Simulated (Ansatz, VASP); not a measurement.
Two plane-wave programs on Pt

```xyz
1
Lattice="0.0000 1.9468 1.9468 1.9468 0.0000 1.9468 1.9468 1.9468 0.0000" Properties=species:S:1:pos:R:3 pbc="T T T"
Pt    0.0000    0.0000    0.0000
```

Alike in both runs: functional LDA; k mesh 18 × 18 × 18; occupations gaussian, width 0.1 eV; no spin polarisation.

Ansatz relaxed the structure, and its values are those at the end. VASP's run is a single point on that final structure, the one shown.

|  | VASP | Ansatz |
| --- | --- | --- |
| version | VASP 6.6.1 | Ansatz 0.2.0 |
| potentials or method | VASP PAW LDA potentials, release 64 (Pt), cutoff 520 eV | scalar-relativistic, plane waves, PAW |
| valence electrons in the cell | 10 | 18 |

```tsv
	VASP	Ansatz	Ansatz less VASP
gap on the k mesh at the Fermi level (eV)	none	none	-
pressure (GPa)	0.8	0.0	-0.79
```

Ansatz warns that its potentials were made for another functional, while VASP's fit it. LDA's correlation is that of Perdew and Zunger in VASP and of Perdew and Wang (1992) in Ansatz. A gap of «none» marks a metal or a gap that the smearing closes. VASP's potentials hold 10 valence electrons a cell and Ansatz's 18, so a difference there can come from the potentials and not from the codes.

Neither program's run includes spin-orbit coupling.
